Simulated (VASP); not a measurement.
# CaO (Fm-3m) in VASP: notebook, part 2 of 2

VASP 6.6.1.

## Step 5: Single point, BLYP (volume scaled by 0.96)

File INCAR:

```
SYSTEM = CaO
PREC = Accurate ; ENCUT = 520
EDIFF = 1E-7 ; ISMEAR = 0
SIGMA = 0.05 ; LREAL = .False.
LASPH = .True. ; NELM = 100
ALGO = Normal ; ISIF = 2
LWAVE = .False. ; LCHARG = .False.
GGA = B5 ; ALDAX = 1.0
AGGAX = 1.0 ; AGGAC = 1.0
ALDAC = 0.0 ; NBANDS = 15
```

File KPOINTS:

```
regular mesh
0
Gamma
  8 8 8
  0 0 0
```

File POSCAR:

```
CaO
1.0
    0.0000000000      2.4021446575      2.4021446575
    2.4021446575      0.0000000000      2.4021446575
    2.4021446575      2.4021446575      0.0000000000
Ca O
1 1
Direct
    0.5000000000      0.5000000000      0.5000000000
    0.0000000000      0.0000000000      0.0000000000
```

Potentials or basis: VASP PAW PBE potentials, release 64 (Ca_sv, O).

Run with:

```console
$ cat potpaw_PBE.64/Ca_sv/POTCAR potpaw_PBE.64/O/POTCAR > POTCAR
$ mpirun -np 1 vasp_std > vasp.out
```

OUTCAR:

```text
SYSTEM = CaO
   PREC = Accurate
   ENCUT = 520
   EDIFF = 1E-7
   ISMEAR = 0
   LREAL = .False.
   LASPH = .True.
   NELM = 100
   ISIF = 2
   GGA = B5

 ion  position               nearest neighbor table
   1  0.500  0.500  0.500-   2 2.40   2 2.40   2 2.40   2 2.40   2 2.40   2 2.40
   2  0.000  0.000  0.000-   1 2.40   1 2.40   1 2.40   1 2.40   1 2.40   1 2.40

  LATTYP: Found a face centered cubic cell.
 ALAT       =     4.8042893150

  Lattice vectors:

 A1 = (   0.0000000000,   2.4021446575,   2.4021446575)
 A2 = (   2.4021446575,   0.0000000000,   2.4021446575)
 A3 = (   2.4021446575,   2.4021446575,   0.0000000000)

Analysis of symmetry for initial positions (statically):
=====================================================================
 Subroutine PRICEL returns:
 Original cell was already a primitive cell.

 Routine SETGRP: Setting up the symmetry group for a
 face centered cubic supercell.

 Subroutine GETGRP returns: Found 48 space group operations
 (whereof 48 operations were pure point group operations)
 out of a pool of 48 trial point group operations.

The static configuration has the point symmetry O_h .

Analysis of symmetry for dynamics (positions and initial velocities):
[... 166 lines left out ...]

 k-point     1 :       0.0000    0.0000    0.0000
  band No.  band energies     occupation
      1     -34.9384      2.00000
      2     -15.8004      2.00000
      3     -15.8004      2.00000
      4     -15.8004      2.00000
      5     -12.7509      2.00000
      6       2.6773      2.00000
      7       2.6773      2.00000
      8       2.6773      2.00000
      9       7.6787      0.00000
     10       8.8515      0.00000
     11       8.8515      0.00000
     12       8.8515      0.00000
     13      10.3230      0.00000
     14      10.3230      0.00000
[... 401 lines left out ...]
      2     -16.6640      2.00000
      3     -16.0358      2.00000
      4     -15.9240      2.00000
      5     -11.8587      2.00000
      6       0.6790      2.00000
      7       1.5684      2.00000
      8       1.6256      2.00000
      9       9.4511      0.00000
     10       9.5587      0.00000
     11      11.3183      0.00000
     12      11.5643      0.00000
     13      12.7610      0.00000
     14      14.6989      0.00000
     15      16.5698      0.00000

 [... further k-points ...]
[... 5 lines left out ...]
  --------------------------------------------------------------------------------------
  -------------------------------------------------------------------------------------
  Total        0.8956306      0.8956306      0.8956306      0.0000000     -0.0000000      0.0000000
  in kB       51.7621166     51.7621166     51.7621166      0.0000000     -0.0000000      0.0000000
  external PRESSURE =      51.7621166 kB  Pullay stress =       0.0000000 kB

 VOLUME and BASIS-vectors are now :
 -----------------------------------------------------------------------------
  energy-cutoff  :      520.00
  volume of cell :       27.72
      direct lattice vectors                 reciprocal lattice vectors
     0.000000000  2.402144658  2.402144658    -0.208147331  0.208147331  0.208147331
     2.402144658  0.000000000  2.402144658     0.208147331 -0.208147331  0.208147331
     2.402144658  2.402144658  0.000000000     0.208147331  0.208147331 -0.208147331

 POSITION                                       TOTAL-FORCE (eV/Angst)
 -----------------------------------------------------------------------------------
      2.40214      2.40214      2.40214        -0.000000     -0.000000     -0.000000
      0.00000      0.00000      0.00000         0.000000      0.000000      0.000000
 -----------------------------------------------------------------------------------
    total drift:                                0.000000      0.000000      0.000000

  FREE ENERGIE OF THE ION-ELECTRON SYSTEM (eV)
  ---------------------------------------------------
  free  energy   TOTEN  =       -12.2826664933 eV

  energy  without entropy=      -12.2826664933  energy(sigma->0) =      -12.28266649
```

OSZICAR:

```text
N       E                     dE             d eps       ncg     rms          rms(c)
DAV:   1     0.114839486614E+03    0.11484E+03   -0.81195E+03   870   0.108E+03
DAV:   2    -0.891233745353E+01   -0.12375E+03   -0.11573E+03  1075   0.289E+02
DAV:   3    -0.142950405728E+02   -0.53827E+01   -0.53535E+01  1366   0.550E+01
DAV:   4    -0.143615548063E+02   -0.66514E-01   -0.66489E-01  1051   0.526E+00
DAV:   5    -0.143622030165E+02   -0.64821E-03   -0.64820E-03  1143   0.427E-01    0.927E+00
DAV:   6    -0.123819606917E+02    0.19802E+01   -0.63724E+00   940   0.241E+01    0.371E+00
DAV:   7    -0.122973849895E+02    0.84576E-01   -0.47450E-01   968   0.704E+00    0.182E+00
DAV:   8    -0.122837718977E+02    0.13613E-01   -0.88492E-02  1115   0.304E+00    0.430E-01
DAV:   9    -0.122822322283E+02    0.15397E-02   -0.44881E-03   941   0.521E-01    0.115E-01
DAV:  10    -0.122826669732E+02   -0.43474E-03   -0.45372E-04  1038   0.187E-01    0.328E-02
DAV:  11    -0.122826659895E+02    0.98370E-06   -0.36119E-05  1066   0.601E-02    0.628E-03
DAV:  12    -0.122826665894E+02   -0.59994E-06   -0.50018E-06  1031   0.201E-02    0.364E-03
DAV:  13    -0.122826664933E+02    0.96145E-07   -0.38929E-07  1115   0.539E-03
   1 F= -.12282666E+02 E0= -.12282666E+02  d E =-.236514E-11
```

stdout:

```text
POSCAR found type information on POSCAR CaO
 POSCAR found :  2 types and       2 ions
 scaLAPACK will be used
 -----------------------------------------------------------------------------
|                                                                             |
|                                                                             |
|     You enforced a specific xc type in the INCAR file but a different       |
|     I HOPE YOU KNOW WHAT YOU ARE DOING!                                     |
|                                                                             |
 -----------------------------------------------------------------------------

 LDA part: xc-table for (Slater(with rela. corr.)+VWN5), standard interpolation
 POSCAR, INCAR and KPOINTS ok, starting setup
 FFT: planning ... GRIDC
 FFT: planning ... GRID_SOFT
 FFT: planning ... GRID
 WAVECAR not read
 entering main loop
```

Wall time 11 s (1 thread of Intel Xeon 6975P-C (Granite Rapids), shared host); peak memory 0.15 GiB.

What came out:

```yaml
Free_energy: -12.2827 eV
Pressure: 5.2 GPa
Band_gap_on_the_k_mesh: 3.73 eV, indirect (least direct gap 4.09 eV)
```

Caveat: the PAW data sets were made with another functional, which shifts forces and pressure a little. A k mesh can miss the band edges.

## Step 6: Overview

| level | potentials or basis | cell | gap on the mesh (eV) | pressure (GPa) |
| --- | --- | --- | --- | --- |
| LDA | VASP PAW LDA potentials, release 64 (Ca_sv, O) | a = 3.372 Å, angles 60.0°, 2 atoms | 3.45 | -3.7 |
| BLYP | VASP PAW PBE potentials, release 64 (Ca_sv, O) | a = 3.444 Å, angles 60.0°, 2 atoms | 3.73 | 0.5 |
| BLYP | VASP PAW PBE potentials, release 64 (Ca_sv, O) | a = 3.421 Å, angles 60.0°, 2 atoms | 3.73 | 2.8 |
| BLYP | VASP PAW PBE potentials, release 64 (Ca_sv, O) | a = 3.397 Å, angles 60.0°, 2 atoms | 3.73 | 5.2 |

Alike in all rows: task single point; no spin polarisation; k mesh 8 × 8 × 8; cutoff (eV) 520; smearing gaussian 0.05 eV.

Caveats: the PAW data sets were made with another functional, which shifts forces and pressure a little (some runs).

Absolute energies hang on the potentials; compare differences alone.
